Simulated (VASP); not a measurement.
Crystal: CuI.

```
Cu I
1.0
     0.00000    3.03150    3.03150
     3.03150    0.00000    3.03150
     3.03150    3.03150    0.00000
Cu I
1 1
Direct
  0.25000 0.25000 0.25000
  0.00000 0.00000 0.00000
```

Base run:

```yaml
Program: VASP 6.6.1
Functional: r2SCAN
Potentials_or_basis: VASP PAW PBE potentials, release 64 (Cu, I)
Cutoff: 660 eV
k_mesh: 5 × 5 × 5
Occupations: gaussian, width 0.01 eV
Spin: no spin polarisation
Hubbard_terms: Cu d U = 2.0 eV
```

Its results: band gap on the k mesh 1.95 eV; pressure -0.5 GPa.

Task: After a change of settings the same cell gave: band gap on the k mesh 2.58 eV; pressure 0.0 GPa. Which change was it?
A. hubbard terms from Cu d U = 2.0 eV to none
B. hubbard terms from Cu d U = 2.0 eV to Cu d U = 6.0 eV
C. hubbard terms from Cu d U = 2.0 eV to Cu d U = 4.0 eV

Result: B.

Caveats: the PAW data sets were made with another functional, which shifts forces and pressure a little; spin-orbit coupling is left out, which moves the levels of the heavy elements.
